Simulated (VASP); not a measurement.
Input of a VASP 6.6.1 run:

File INCAR:

```
SYSTEM = CoH
PREC = Accurate
ENCUT = 520
EDIFF = 1E-6
ISMEAR = -1
SIGMA = 0.1
LREAL = .False.
LASPH = .True.
NELM = 150
ALGO = Normal
ISIF = 2
LWAVE = .False.
LCHARG = .False.
ISPIN = 2
MAGMOM = 2.5 0
LORBIT = 11
LMAXMIX = 4
GGA = PS
NBANDS = 16
```

File KPOINTS:

```
Automatic mesh
0
Gamma
  13 13 13
  0 0 0
```

The input POSCAR:

```
CoH
1.0
    0.0000000000      1.8672142812      1.8672142812
    1.8672142812      0.0000000000      1.8672142812
    1.8672142812      1.8672142812      0.0000000000
Co H
1 1
Direct
    0.0000000000      0.0000000000      0.0000000000
    0.5000000000      0.5000000000      0.5000000000
```

Potentials or basis: VASP PAW PBE potentials, release 64 (Co, H).

The run is started by

```sh
$ cat potpaw_PBE.64/Co/POTCAR potpaw_PBE.64/H/POTCAR > POTCAR
$ mpirun -np 1 vasp_std > vasp.out
```

Problem. What does it give for the pressure?

Solution. -14.0 GPa.

Problem. What does it give for the site moments?

Solution. Co +1.23; H -0.01 μB.

Problem. What does it give for the net moment?

Solution. 1.20 μB per cell.

Caveat: the cell stands under tension; the PAW data sets were made with another functional, which shifts forces and pressure a little.
